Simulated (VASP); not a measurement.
Set up this calculation in VASP 6.6.1, as the native input.

```
Task                   : single point
Functional             : PBE
Potentials or basis    : VASP PAW PBE potentials, release 64 (Ti_sv, B)
Cutoff                 : 520 eV
k mesh                 : 11 × 11 × 9
Occupations            : methfessel-paxton, width 0.15 eV
Spin                   : no spin polarisation
Dipole correction      : no
Further INCAR settings : ALGO = Normal; EDIFF = 1e-06; NBANDS = 16
```

The structure of TiB2 lies in POSCAR:

```
TiB2
1.0
    3.0037433343      0.0000000000      0.0000000000
   -1.5018716671      2.6013180308      0.0000000000
    0.0000000000      0.0000000000      3.2012693055
Ti B
1 2
Direct
    0.0000000000      0.0000000000      0.0000000000
    0.3333333333      0.6666666667      0.5000000000
    0.6666666667      0.3333333333      0.5000000000
```

The input as run:

INCAR

```
SYSTEM = TiB2
PREC = Accurate
ENCUT = 520
EDIFF = 1E-6
ISMEAR = 1
SIGMA = 0.15
LREAL = .False.
LASPH = .True.
NELM = 60
ALGO = Normal
ISIF = 2
LWAVE = .False.
LCHARG = .False.
GGA = PE
NBANDS = 16
```

KPOINTS

```
regular mesh
0
Gamma
  11 11 9
  0 0 0
```

Potentials or basis: VASP PAW PBE potentials, release 64 (Ti_sv, B).

Command:

```console
$ cat potpaw_PBE.64/Ti_sv/POTCAR potpaw_PBE.64/B/POTCAR > POTCAR
$ mpirun -np 1 vasp_std > vasp.out
```

Results of the run:

| Item | Value |
| --- | --- |
| Pressure | 7.3 GPa |
| Band gap on the k mesh | zero (band 9 reaches 10.47 eV, above the bottom of band 10 at 10.01 eV) |

Run time: 56 s on 1 thread of AMD EPYC 7R13 (shared host), peak memory 0.13 GiB.
